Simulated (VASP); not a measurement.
Write the native input for VASP 6.6.1 that does the following.

| Quantity | Value |
| --- | --- |
| Task | single point |
| Functional | PBE |
| Potentials or basis | VASP PAW PBE potentials, release 64 (Al, C) |
| Cutoff | 520 eV |
| k mesh | 4 × 4 × 4 |
| Occupations | gaussian, width 0.1 eV |
| Spin | no spin polarisation |
| Dipole correction | no |
| Further INCAR settings | ALGO = Normal; EDIFF = 1e-06; NBANDS = 22 |

The structure of Al3C4 lies in POSCAR:

```
Al3C4
1.0
    4.1396000705      0.0000000000      0.0000000000
    0.0000000000      4.1396000705      0.0000000000
    0.0000000000      0.0000000000      4.7833101915
Al C
3 4
Direct
    0.0000000000      0.0000000000      0.2599463490
    0.0000000000      0.0000000000      0.7400536510
    0.5000000000      0.5000000000      0.0000000000
    0.3203806562      0.3203806562      0.5000000000
    0.6796193438      0.6796193438      0.5000000000
    0.6796193438      0.3203806562      0.5000000000
    0.3203806562      0.6796193438      0.5000000000
```

The cell was built from a structure type or drawn by symmetry, and may not be a known phase.

One way to write it, as run:

INCAR

```
SYSTEM = Al3C4
PREC     = Accurate       ! precision mode
ENCUT    = 520            ! plane-wave cutoff, eV
EDIFF    = 1E-6           ! SCF threshold, eV
ISMEAR   = 0              ! smearing method
SIGMA    = 0.1            ! smearing width, eV
LREAL    = .False.        ! projectors in reciprocal space
LASPH    = .True.         ! aspherical terms in the spheres
NELM     = 60             ! most SCF steps
ALGO     = Normal         ! electronic algorithm
ISIF     = 2              ! what is computed and relaxed
LWAVE    = .False.        ! write WAVECAR
LCHARG   = .True.         ! write CHGCAR
GGA      = PE             ! functional
LELF     = .True.         ! ELF
LVHAR    = .True.       
NBANDS   = 22             ! bands
```

KPOINTS

```
regular mesh
0
Gamma
  4 4 4
  0 0 0
```

Potentials or basis: VASP PAW PBE potentials, release 64 (Al, C).

Run with:

```bash
$ cat potpaw_PBE.64/Al/POTCAR potpaw_PBE.64/C/POTCAR > POTCAR
$ mpirun -np 1 vasp_std > vasp.out
```

It gave:

| Quantity | Value |
| --- | --- |
| Pressure | 0.2 GPa |
| Largest force | 0.089 eV/Å |
| Band gap on the k mesh | zero (an odd number of electrons rules out a gap without spin polarisation) |

Caveat: the k points lie up to 0.38 Å⁻¹ apart, too coarse for converged energies and pressures of a metal.

Run time: 14 s on 1 thread of AMD EPYC 9R45 96-Core Processor (Zen 5) (shared host), peak memory 0.15 GiB.
